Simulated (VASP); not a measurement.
# Al3GaO6: relaxation of cell and atoms with PBE

Al3GaO6:

```
Al Ga O
1.0
     2.43559    1.40619    4.41472
    -2.43559    1.40619    4.41472
     0.00000   -2.81237    4.41472
Al Ga O
3 1 6
Cartesian
  0.0000 0.0000 1.9597
  0.0000 0.0000 4.6823
  0.0000 0.0000 11.2440
  0.0000 0.0000 8.4950
  -0.7864 -1.5818 7.7237
  -0.9767 1.4720 7.7237
  1.7631 0.1099 7.7237
  0.7430 1.4898 5.5562
  0.9187 -1.3883 5.5562
  -1.6617 -0.1014 5.5562
```

```
Program                : VASP 6.6.1
Task                   : relaxation of cell and atoms
Functional             : PBE
Potentials or basis    : VASP PAW PBE potentials, release 64 (Al, Ga_d, O)
Cutoff                 : 600 eV
k mesh                 : 6 × 6 × 6
Occupations            : gaussian, width 0.01 eV
Spin                   : no spin polarisation
Dipole correction      : no
Further INCAR settings : ALGO = Normal; EDIFF = 1e-07; IBRION = 2; EDIFFG = -0.001; NSW = 80; ISIF = 3
```

The relaxed volume is 9.06 Å³/atom, the relaxed cell is a = 5.232 Å, b = 5.232 Å, c = 5.232 Å, α = 55.47°, β = 55.47°, γ = 55.47° and the space group after relaxing (to 0.1 Å) is R3 (No. 146). The energy gained by relaxing is 0.0 meV/atom and the ionic steps are 10. The pressure after relaxing is 0.0 GPa and the band gap on the k mesh is 4.55 eV (least direct gap 4.63 eV).

Step by step:
```csv
step,energy change (eV),largest force (eV/Å),pressure (GPa),volume (Å³)
1,0.0000,0.0492,-0.21,90.72
2,-0.0002,0.0168,0.18,90.56
3,-0.0003,0.0149,0.07,90.60
4,-0.0003,0.0106,-0.03,90.64
5,-0.0003,0.0101,-0.03,90.64
6,-0.0003,0.0050,0.01,90.63
7,-0.0003,0.0040,0.02,90.62
8,-0.0003,0.0012,-0.02,90.63
9,-0.0003,0.0012,-0.01,90.63
10,-0.0003,0.0009,0.01,90.63
```

Final structure:
```
Al Ga O
1.0
     2.43498    1.40583    4.41248
    -2.43498    1.40583    4.41248
     0.00000   -2.81167    4.41248
Al Ga O
3 1 6
Cartesian
  0.0000 0.0000 1.9589
  0.0000 0.0000 4.6802
  0.0000 0.0000 11.2372
  0.0000 0.0000 8.4881
  -0.7874 -1.5836 7.7195
  -0.9777 1.4737 7.7195
  1.7651 0.1099 7.7195
  0.7429 1.4884 5.5547
  0.9176 -1.3876 5.5547
  -1.6605 -0.1009 5.5547
```

Levels at points of the mesh, in eV from the valence-band top:
```
           k point  band 27  band 28  band 29  band 30  band 31  band 32
(0.00, 0.00, 0.00)    -0.08    -0.07    -0.07     4.55     7.94     9.18
(0.50, 0.00, 0.00)    -0.73    -0.29    -0.17     6.46     8.66     8.95
(0.50, 0.50, 0.00)    -0.79    -0.53    -0.21     6.74     9.10     9.43
(0.50, 0.50, 0.50)    -0.47    -0.19    -0.19     6.46     7.74     9.50
```

Wall time 23 min on 1 thread of Intel Xeon 8259CL, with other jobs on the host, peak memory 0.36 GiB.

A k mesh can miss the band edges.
